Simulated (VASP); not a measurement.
Wanted: the native input for a VASP 6.6.1 run.

```yaml
Task: relaxation of cell and atoms
Functional: r2SCAN
Dispersion: rVV10
Potentials_or_basis: VASP PAW PBE potentials, release 64 (Ga_d, N)
Cutoff: 600 eV
k_mesh: 8 × 8 × 8
Occupations: fermi-dirac, width 0.03 eV
Spin: no spin polarisation
Dipole_correction: no
Further_INCAR_settings: ALGO = Normal; EDIFF = 1e-07; IBRION = 2; EDIFFG = -0.01; NSW = 100; ISIF = 3
```

The system is GaN.

```xyz
2
Lattice="0.0000 2.2489 2.2489 2.2489 0.0000 2.2489 2.2489 2.2489 0.0000" Properties=species:S:1:pos:R:3 pbc="T T T"
Ga    0.0000    0.0000    0.0000
N     1.1245    1.1245    1.1245
```

These files were run (other wordings do the same):

POSCAR

```
GaN
1.0
    0.0000000000      2.2489427042      2.2489427042
    2.2489427042      0.0000000000      2.2489427042
    2.2489427042      2.2489427042      0.0000000000
Ga N
1 1
Direct
    0.0000000000      0.0000000000      0.0000000000
    0.2500000000      0.2500000000      0.2500000000
```

INCAR.step1

```
  ALGO = Normal
  EDIFF = 1E-4
  ENCUT = 600
  GGA = PE
  ISMEAR = -1
  LASPH = True
  LCHARG = False
  LREAL = False
  LWAVE = True
  NELM = 60
  PREC = Accurate
  SIGMA = 0.03
```

INCAR.step2

```
  ALGO = Normal
  BPARAM = 11.95
  CPARAM = 0.0093
  EDIFF = 1E-7
  EDIFFG = -0.01
  ENCUT = 600
  IBRION = 2
  ISIF = 3
  ISMEAR = -1
  ISTART = 1
  IVDW_NL = 2
  LASPH = True
  LCHARG = False
  LMIXTAU = True
  LREAL = False
  LUSE_VDW = True
  LWAVE = False
  METAGGA = R2SCAN
  NELM = 60
  NSW = 100
  PREC = Accurate
  SIGMA = 0.03
```

KPOINTS

```
k-points
0
Gamma
  8 8 8
```

Potentials or basis: VASP PAW PBE potentials, release 64 (Ga_d, N).

Command:

```bash
$ cat potpaw_PBE.64/Ga_d/POTCAR potpaw_PBE.64/N/POTCAR > POTCAR
$ cp INCAR.step1 INCAR
$ mpirun -np 1 vasp_std > vasp.out
$ cp INCAR.step2 INCAR
$ mpirun -np 1 vasp_std > vasp.out
```

It gave:

| Quantity | Value |
| --- | --- |
| Relaxed volume | 11.36 Å³/atom |
| Relaxed cell | a = 3.179 Å, b = 3.179 Å, c = 3.179 Å, α = 60.00°, β = 60.00°, γ = 60.00° |
| Space group after relaxing (to 0.05 Å) | F-43m (No. 216) |
| Energy gained by relaxing | 0.0 meV/atom |
| Ionic steps | 3 |
| Pressure after relaxing | 0.0 GPa |
| Band gap on the k mesh | 2.13 eV, direct |

Caveat: the PAW data sets were made with another functional, which shifts forces and pressure a little.

It took 7.3 min on 1 thread of AMD EPYC 7R13 (shared host), peak memory 0.25 GiB.
